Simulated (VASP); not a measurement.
Write the native input for VASP 6.6.1 that does the following.

```yaml
Task: single point
Functional: PBEsol
Potentials_or_basis: VASP PAW PBE potentials, release 64 (Cu, O)
Cutoff: 520 eV
k_mesh: 7 × 7 × 4
Occupations: gaussian, width 0.05 eV
Spin: collinear spin, antiferromagnetic start
Starting_moments: "[0.6, -0.6, 0.0, 0.0] μB"
Hubbard_terms: Cu d U = 6.0 eV, J = 0.7 eV
Dipole_correction: no
LDAUTYPE: 1
Hund's_J: 0.7
Further_INCAR_settings: ALGO = Normal; EDIFF = 1e-06; NBANDS = 29
```

The structure of CuO lies in POSCAR:

```
CuO
1.0
    2.3446497600     -1.7133998200      0.0000000000
    2.3446497600      1.7133998200      0.0000000000
   -0.8605499100      0.0000000000      5.0594394800
Cu O
2 2
Direct
    0.0032000000      0.4968000000      0.0000000000
    0.4968000000      0.0032000000      0.5000000000
    0.5714000000      0.4056000000      0.2537000000
    0.4056000000      0.5714000000      0.7537000000
```

One way to write it, as run:

INCAR

```
SYSTEM = CuO
ALGO = Normal ; EDIFF = 1E-6
ENCUT = 520 ; GGA = PS
ISIF = 2 ; ISMEAR = 0
ISPIN = 2 ; LASPH = .True.
LCHARG = .True. ; LDAU = .True.
LDAUJ = 0.7 0 ; LDAUL = 2 -1
LDAUPRINT = 1 ; LDAUTYPE = 1
LDAUU = 6 0 ; LELF = .True.
LMAXMIX = 4 ; LORBIT = 11
LREAL = .False. ; LVHAR = .True.
LWAVE = .False. ; MAGMOM = 0.6 -0.6 0 0
NBANDS = 29 ; NELM = 150
PREC = Accurate ; SIGMA = 0.05
```

KPOINTS

```
k-points
0
Gamma
  7 7 4
  0 0 0
```

Potentials or basis: VASP PAW PBE potentials, release 64 (Cu, O).

The run is started by

```sh
$ cat potpaw_PBE.64/Cu/POTCAR potpaw_PBE.64/O/POTCAR > POTCAR
$ mpirun -np 1 vasp_std > vasp.out
```

It gave:

| Quantity | Value |
| --- | --- |
| Pressure | -5.7 GPa |
| Largest force | 0.706 eV/Å |
| Band gap on the k mesh | 0.94 eV, indirect (least direct gap 1.18 eV) |
| Net moment | 0.00 μB per cell |
| Site moments | Cu +0.61, -0.61; O -0.00, +0.00 μB |
| Valence electrons inside the program's atomic spheres | Cu 9.94; O 4.97 |

Caveat: the PAW data sets were made with another functional, which shifts forces and pressure a little.

Run time: 2.7 min on 1 thread of Oxide Virtual Turin-like Processor, on a shared host, peak memory 0.2 GiB.
